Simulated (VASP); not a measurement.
The system is CdSe (Cadmoselite).

```
Cd Se
1.0
     4.30000    0.00000    0.00000
    -2.15000    3.72391    0.00000
     0.00000    0.00000    7.02000
Cd Se
2 2
Cartesian
  0.0000 2.4826 0.0000
  2.1500 1.2413 3.5100
  0.0000 2.4826 2.7027
  2.1500 1.2413 6.2127
```

Base run:

| Quantity | Value |
| --- | --- |
| Program | VASP 6.6.1 |
| Functional | revPBE |
| Potentials or basis | VASP PAW PBE potentials, release 64 (Cd, Se) |
| Cutoff | 520 eV |
| k mesh | 6 × 6 × 4 |
| Occupations | gaussian, width 0.01 eV |
| Spin | no spin polarisation |

Its results: band gap on the k mesh 0.83 eV, direct; pressure 4.8 GPa; largest force 0.296 eV/Å.

Q: After a change of settings the same cell gave: band gap on the k mesh 0.58 eV, direct; pressure 0.5 GPa; largest force 0.276 eV/Å. Which change was it?
A. functional from revPBE to BLYP; further incar settings from ALGO = Normal; EDIFF = 1e-07; NBANDS = 26 to ALGO = Normal; EDIFF = 1e-06; NBANDS = 26
B. functional from revPBE to PBE; further incar settings from ALGO = Normal; EDIFF = 1e-07; NBANDS = 26 to ALGO = Normal; EDIFF = 1e-06; NBANDS = 26
C. functional from revPBE to PBEsol
D. functional from revPBE to LDA; potentials or basis from VASP PAW PBE potentials, release 64 (Cd, Se) to VASP PAW LDA potentials, release 64 (Cd, Se)

A: C.

PBEsol binds more tightly than revPBE, so the same cell stands under less pressure.

Caveats: the PAW data sets were made with another functional, which shifts forces and pressure a little.
